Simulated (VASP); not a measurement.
# Ba2MgC6N6O6 (R-3) in VASP: electric field gradients with PBE

Aim: the electric field gradients of Ba2MgC6N6O6 with PBE.

Everything below comes from runs of VASP 6.6.1. Logs are shortened: lines on timing, memory, paths and dates and some standing lists are left out, and cuts for length are marked.

## 1. The cell of the first run

It takes space group R-3 (No. 148, trigonal). Conventional cell: a = 6.979 Å, b = 6.979 Å, c = 16.976 Å, α = 90.00°, β = 90.00°, γ = 120.00°. Within 3.7 Å of Ba (site symmetry 3) lie 6 N at 2.80 to 3.57 Å and 6 O at 2.87 to 2.91 Å and 9 C at 3.30 to 3.64 Å and 1 Mg at 3.68 Å. Mg (site symmetry -3) has 6 O at 2.13 Å within 2.8 Å. C (site symmetry 1) has 1 O at 1.28 Å and 2 N at 1.35 to 1.36 Å within 1.7 Å. Within 1.8 Å of N (site symmetry 1) lie 2 C at 1.35 to 1.36 Å. O (site symmetry 1) has 1 C at 1.28 Å within 1.7 Å.

## 2. Electric field gradients, PBE

INCAR

```
SYSTEM = Ba2MgC6N6O6
PREC = Accurate
ENCUT = 520
EDIFF = 1E-8
ISMEAR = -1
SIGMA = 0.02
LREAL = Auto
LASPH = .True.
NELM = 100
ALGO = Normal
ISIF = 2
LWAVE = .False.
LCHARG = .False.
GGA = PE
LEFG = .True.
NBANDS = 72
```

KPOINTS

```
Automatic mesh
0
Gamma
  4 4 4
  0 0 0
```

POSCAR

```
Ba2MgC6N6O6
1.0
    3.4897000000      2.0147792344      5.6587000000
   -3.4897000000      2.0147792344      5.6587000000
    0.0000000000     -4.0295584688      5.6587000000
Ba Mg C N O
2 1 6 6 6
Direct
    0.7834300000      0.7834300000      0.7834300000
    0.2165700000      0.2165700000      0.2165700000
    0.0000000000      0.0000000000      0.0000000000
    0.2548000000      0.6230000000      0.3533000000
    0.3533000000      0.2548000000      0.6230000000
    0.6230000000      0.3533000000      0.2548000000
    0.7452000000      0.3770000000      0.6467000000
    0.6467000000      0.7452000000      0.3770000000
    0.3770000000      0.6467000000      0.7452000000
    0.1900000000      0.4708000000      0.5703000000
    0.5703000000      0.1900000000      0.4708000000
    0.4708000000      0.5703000000      0.1900000000
    0.8100000000      0.5292000000      0.4297000000
    0.4297000000      0.8100000000      0.5292000000
    0.5292000000      0.4297000000      0.8100000000
    0.1037100000      0.8288100000      0.3034100000
    0.3034100000      0.1037100000      0.8288100000
    0.8288100000      0.3034100000      0.1037100000
    0.8962900000      0.1711900000      0.6965900000
    0.6965900000      0.8962900000      0.1711900000
    0.1711900000      0.6965900000      0.8962900000
```

Potentials or basis: VASP PAW PBE potentials, release 64 (Ba_sv, Mg, C, N, O).

The run is started by

```sh
$ cat potpaw_PBE.64/Ba_sv/POTCAR potpaw_PBE.64/Mg/POTCAR potpaw_PBE.64/C/POTCAR potpaw_PBE.64/N/POTCAR potpaw_PBE.64/O/POTCAR > POTCAR
$ mpirun -np 1 vasp_std > vasp.out
```

OUTCAR:

```text
SYSTEM = Ba2MgC6N6O6
   PREC = Accurate
   ENCUT = 520
   EDIFF = 1E-8
   ISMEAR = -1
   LREAL = Auto
   LASPH = .True.
   NELM = 100
   ISIF = 2
   GGA = PE

 ion  position               nearest neighbor table
   1  0.783  0.783  0.783-  10 2.80  11 2.80  12 2.80  21 2.87  19 2.87  20 2.87  17 2.91  18 2.91
                            16 2.91   5 3.30   4 3.30   6 3.30   3 3.68   2 4.37   2 4.37   2 4.37
   2  0.217  0.217  0.217-  13 2.80  14 2.80  15 2.80  18 2.87  16 2.87  17 2.87  20 2.91  21 2.91
                            19 2.91   8 3.30   7 3.30   9 3.30   3 3.68   1 4.37   1 4.37   1 4.37
   3  0.000  0.000  0.000-  18 2.13  21 2.13  19 2.13  16 2.13  20 2.13  17 2.13   1 3.68   2 3.68

   4  0.255  0.623  0.353-  16 1.28  10 1.35  12 1.36   1 3.30
   5  0.353  0.255  0.623-  17 1.28  11 1.35  10 1.36   1 3.30
   6  0.623  0.353  0.255-  18 1.28  12 1.35  11 1.36   1 3.30
   7  0.745  0.377  0.647-  19 1.28  13 1.35  15 1.36   2 3.30
   8  0.647  0.745  0.377-  20 1.28  14 1.35  13 1.36   2 3.30
   9  0.377  0.647  0.745-  21 1.28  15 1.35  14 1.36   2 3.30
  10  0.190  0.471  0.570-   4 1.35   5 1.36   1 2.80
  11  0.570  0.190  0.471-   5 1.35   6 1.36   1 2.80
  12  0.471  0.570  0.190-   6 1.35   4 1.36   1 2.80
  13  0.810  0.529  0.430-   7 1.35   8 1.36   2 2.80
  14  0.430  0.810  0.529-   8 1.35   9 1.36   2 2.80
  15  0.529  0.430  0.810-   9 1.35   7 1.36   2 2.80
  16  0.104  0.829  0.303-   4 1.28   3 2.13   2 2.87   1 2.91
  17  0.303  0.104  0.829-   5 1.28   3 2.13   2 2.87   1 2.91
  18  0.829  0.303  0.104-   6 1.28   3 2.13   2 2.87   1 2.91
  19  0.896  0.171  0.697-   7 1.28   3 2.13   1 2.87   2 2.91
  20  0.697  0.896  0.171-   8 1.28   3 2.13   1 2.87   2 2.91
  21  0.171  0.697  0.896-   9 1.28   3 2.13   1 2.87   2 2.91

  LATTYP: Found a trigonal (rhomboedric) cell.
 ALAT       =     6.9468141722
 COS(alpha) =     0.4952982399

  Lattice vectors:

 A1 = (   3.4897000000,   2.0147792344,   5.6587000000)
 A2 = (  -3.4897000000,   2.0147792344,   5.6587000000)
 A3 = (   0.0000000000,  -4.0295584688,   5.6587000000)

Analysis of symmetry for initial positions (statically):
=====================================================================
 Subroutine PRICEL returns:
[... 1201 lines left out ...]

  FORCE on cell =-STRESS in cart. coord.  units (eV):
  Direction    XX          YY          ZZ          XY          YZ          ZX
  --------------------------------------------------------------------------------------
  -------------------------------------------------------------------------------------
  Total        9.0616686      9.0616686      3.4673955     -0.0000004     -0.0000000      0.0000000
  in kB       60.8184405     60.8184405     23.2718270     -0.0000028     -0.0000000      0.0000000
  external PRESSURE =      48.3029027 kB  Pullay stress =       0.0000000 kB

 VOLUME and BASIS-vectors are now :
 -----------------------------------------------------------------------------
  energy-cutoff  :      520.00
  volume of cell :      238.72
      direct lattice vectors                 reciprocal lattice vectors
     3.489700000  2.014779234  5.658700000     0.143278792  0.082722049  0.058906345
    -3.489700000  2.014779234  5.658700000    -0.143278792  0.082722049  0.058906345
     0.000000000 -4.029558469  5.658700000     0.000000000 -0.165444098  0.058906345

 POSITION                                       TOTAL-FORCE (eV/Angst)
 -----------------------------------------------------------------------------------
      0.00000      0.00000     13.29959         0.000000      0.000000      0.056096
      0.00000      0.00000      3.67651         0.000000      0.000000     -0.056096
      0.00000      0.00000      0.00000         0.000000     -0.000000      0.000000
     -1.28491      0.34493      6.96643         0.844103      0.240474      0.112074
      0.34374     -1.28523      6.96643        -0.630308      0.610778      0.112074
      0.94117      0.94030      6.96643        -0.213795     -0.851252      0.112074
[... 13 lines left out ...]
     -0.69689      2.51948      9.98234        -0.151859      1.038309      0.106236
     -1.83349     -1.86327      9.98234        -0.823272     -0.650668      0.106236
 -----------------------------------------------------------------------------------
    total drift:                                0.000000     -0.000000      0.000000

  FREE ENERGIE OF THE ION-ELECTRON SYSTEM (eV)
  ---------------------------------------------------
  free  energy   TOTEN  =      -165.3189135586 eV

  energy  without entropy=     -165.3189135586  energy(sigma->0) =     -165.31891356

 Electric field gradients (V/A^2)
---------------------------------------------------------------------
 ion       V_xx      V_yy      V_zz      V_xy      V_xz      V_yz
---------------------------------------------------------------------
   1     -61.999   -61.999   123.998    -0.000     0.000    -0.000
   2     -61.999   -61.999   123.998    -0.000     0.000    -0.000
   3       2.000     2.000    -3.999     0.000    -0.000    -0.000
   4     -15.882   -19.887    35.770     0.290    -1.115    -0.456
   5     -18.635   -17.135    35.770    -1.879     0.952    -0.737
   6     -19.137   -16.632    35.770     1.589     0.163     1.193
[... 13 lines left out ...]
  20    -101.072   100.268     0.804   -58.403     7.427     1.857
  21      -0.646    -0.158     0.804   116.385    -5.322     5.503
---------------------------------------------------------------------

 Electric field gradients after diagonalization (V/A^2)
 (convention: |V_zz| > |V_xx| > |V_yy|)
----------------------------------------------------------------------
 ion       V_xx      V_yy      V_zz     asymmetry (V_yy - V_xx)/ V_zz
----------------------------------------------------------------------
   1     -61.999   -61.999   123.998       0.000
   2     -61.999   -61.999   123.998       0.000
   3       2.000     2.000    -3.999       0.000
   4     -19.911   -15.887    35.797       0.112
   5     -19.911   -15.887    35.797       0.112
   6     -19.911   -15.887    35.797       0.112
[... 13 lines left out ...]
  20     115.983     1.300  -117.283       0.978
  21     115.983     1.300  -117.283       0.978
----------------------------------------------------------------------

           NMR quadrupolar parameters

 Cq : quadrupolar parameter    Cq=e*Q*V_zz/h
 eta: asymmetry parameters     (V_yy - V_xx)/ V_zz
 Q  : nuclear electric quadrupole moment in mb (millibarn)
----------------------------------------------------------------------
 ion       Cq(MHz)       eta       Q (mb)
----------------------------------------------------------------------
   1       0.300       0.000       1.000
   2       0.300       0.000       1.000
   3      -0.010       0.000       1.000
   4       0.087       0.112       1.000
   5       0.087       0.112       1.000
   6       0.087       0.112       1.000
[... 13 lines left out ...]
  20      -0.284       0.978       1.000
  21      -0.284       0.978       1.000
----------------------------------------------------------------------
```

It took 16 min on 1 thread of Oxide Virtual Turin-like, shared host; peak memory 0.46 GiB.

What came out:

```yaml
Free_energy: -165.3189 eV
Pressure: 4.8 GPa
Largest_force: 1.055 eV/Å
Band_gap_on_the_k_mesh: 4.26 eV
Largest_electric_field_gradient_by_atom: Ba +124.0; Mg -4.0; C +35.8; N -55.4; O -117.3 V/Å²
```

Forces on the atoms (eV/Å):
```
Ba   0.000  0.000  0.056
Ba   0.000  0.000 -0.056
Mg   0.000  0.000  0.000
C    0.844  0.240  0.112
C   -0.630  0.611  0.112
C   -0.214 -0.851  0.112
C   -0.844 -0.240 -0.112
C    0.630 -0.611 -0.112
C    0.214  0.851 -0.112
N    0.446 -0.380 -0.101
N    0.106  0.576 -0.101
N   -0.552 -0.196 -0.101
N   -0.446  0.380  0.101
N   -0.106 -0.576  0.101
N    0.552  0.196  0.101
O   -0.975  0.388 -0.106
O    0.152 -1.038 -0.106
O    0.823  0.651 -0.106
O    0.975 -0.388  0.106
O   -0.152  1.038  0.106
O   -0.823 -0.651  0.106
```

Electric field gradients, principal values (V/Å²):
```csv
atom,least,middle,greatest (by size)
1 Ba,-61.999,-61.999,123.998
2 Ba,-61.999,-61.999,123.998
3 Mg,2.000,2.000,-3.999
4 C,-15.887,-19.911,35.797
5 C,-15.887,-19.911,35.797
6 C,-15.887,-19.911,35.797
7 C,-15.887,-19.911,35.797
8 C,-15.887,-19.911,35.797
9 C,-15.887,-19.911,35.797
10 N,8.262,47.121,-55.383
11 N,8.262,47.121,-55.383
12 N,8.262,47.121,-55.383
13 N,8.262,47.121,-55.383
14 N,8.262,47.121,-55.383
15 N,8.262,47.121,-55.383
16 O,1.300,115.983,-117.283
17 O,1.300,115.983,-117.283
18 O,1.300,115.983,-117.283
19 O,1.300,115.983,-117.283
20 O,1.300,115.983,-117.283
21 O,1.300,115.983,-117.283
```

Caveat: the cell stands under pressure; without QUAD_EFG the Cq values of the log hold for a quadrupole moment of 1 mb, not for the nuclei; spin-orbit coupling is left out, which moves the levels of the heavy elements; forces of over 1 eV/Å act on the atoms, so gaps and moduli don't describe the material at rest. PBE gaps usually lie below the measured ones, often by a third to a half.
